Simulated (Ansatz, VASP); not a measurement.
## Two plane-wave programs on IrRu2

```
Ru Ir
1.0
     2.75405    0.00000    0.00000
    -1.37702    2.38508    0.00000
     0.00000    0.00000   12.84983
Ru Ir
4 2
Cartesian
  0.0000 1.5901 11.7861
  0.0000 1.5901 3.1690
  1.3770 0.7950 1.0637
  1.3770 0.7950 9.6808
  0.0000 1.5901 7.5417
  1.3770 0.7950 5.3081
```

Alike in both runs: functional PBE; k mesh 6 × 6 × 2; occupations gaussian, width 0.1 eV; no spin polarisation.

Ansatz relaxed the structure, and its values are those at the end. VASP's run is a single point on that final structure, the one shown.

```csv
,VASP,Ansatz
version,VASP 6.6.1,Ansatz 0.2.0
potentials or method,"VASP PAW PBE potentials, release 64 (Ru_pv, Ir), cutoff 520 eV","scalar-relativistic, plane waves, PAW"
valence electrons in the cell,74,98
```

```tsv
	VASP	Ansatz	Ansatz less VASP
gap on the k mesh at the Fermi level (eV)	none	none	-
pressure (GPa)	0.2	0.0	-0.12
rms of the force components (eV/Å)	0.008	0.008	+0.0003
```

A gap of «none» marks a metal or a gap that the smearing closes. VASP's potentials hold 74 valence electrons a cell and Ansatz's 98, so a difference there can come from the potentials and not from the codes.

The k mesh is coarse, so the values compare programs but aren't converged. Spin-orbit coupling is off throughout.
